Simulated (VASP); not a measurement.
# Hf: relaxation of cell and atoms with LDA

Hf:

```
Hf
1.0
     3.19670    0.00000    0.00000
    -1.59835    2.76842    0.00000
     0.00000    0.00000    5.05780
Hf
2
Direct
  0.66667 0.33333 0.75000
  0.33333 0.66667 0.25000
```

| Item | Value |
| --- | --- |
| Program | VASP 6.6.1 |
| Task | relaxation of cell and atoms |
| Functional | LDA |
| Potentials or basis | VASP PAW LDA potentials, release 64 (Hf_pv) |
| Cutoff | 600 eV |
| k mesh | 10 × 10 × 5 |
| Occupations | fermi-dirac, width 0.05 eV |
| Spin | no spin polarisation |
| Dipole correction | no |
| Further INCAR settings | ALGO = Normal; EDIFF = 1e-06; IBRION = 2; EDIFFG = -0.01; NSW = 60; ISIF = 3 |

```yaml
Relaxed_volume: 20.81 Å³/atom
Relaxed_cell: a = 3.122 Å, b = 3.122 Å, c = 4.932 Å, α = 90.00°, β = 90.00°, γ = 120.00°
Space_group_after_relaxing_to_0.1_Å: P6_3/mmc (No. 194)
Energy_gained_by_relaxing: 40.4 meV/atom
Ionic_steps: 4
Pressure_after_relaxing: 0.0 GPa
Band_gap_on_the_k_mesh: zero (bands 10 and 11 overlap by 1.48 eV)
```

Stress tensor (GPa, compression positive):
```
-0.05  0.00  0.00
 0.00 -0.05  0.00
 0.00  0.00  0.05
```

Step by step:
```csv
step,energy change (eV),largest force (eV/Å),pressure (GPa),volume (Å³)
1,0.0000,0.0000,-7.79,44.76
2,0.0518,0.0000,12.78,38.07
3,-0.0807,0.0000,-0.20,41.68
4,-0.0807,0.0000,-0.02,41.62
```

Final structure:
```
CELL_PARAMETERS angstrom
3.12171 0.00000 0.00000
-1.56085 2.70348 0.00000
0.00000 0.00000 4.93188
ATOMIC_POSITIONS crystal
Hf 0.66667 0.33333 0.75000
Hf 0.33333 0.66667 0.25000
```

Levels at points of the mesh, in eV from the Fermi level:
| k point | band 7 | band 8 | band 9 | band 10 | band 11 | band 12 | band 13 | band 14 |
| --- | --- | --- | --- | --- | --- | --- | --- | --- |
| (0.00, 0.00, 0.00) | -7.54 | -3.91 | 1.11 | 1.14 | 1.14 | 1.46 | 2.04 | 2.04 |
| (0.50, 0.00, 0.00) | -3.44 | -3.02 | -2.45 | -0.55 | 0.70 | 0.99 | 1.82 | 6.30 |

It took 77 s on 1 thread of Intel(R) Xeon(R) Platinum 8488C (Sapphire Rapids), with other jobs on the host, peak memory 0.18 GiB.

Caveat: spin-orbit coupling is left out, which moves the levels of the heavy elements. LDA usually gives volumes a few per cent too small.
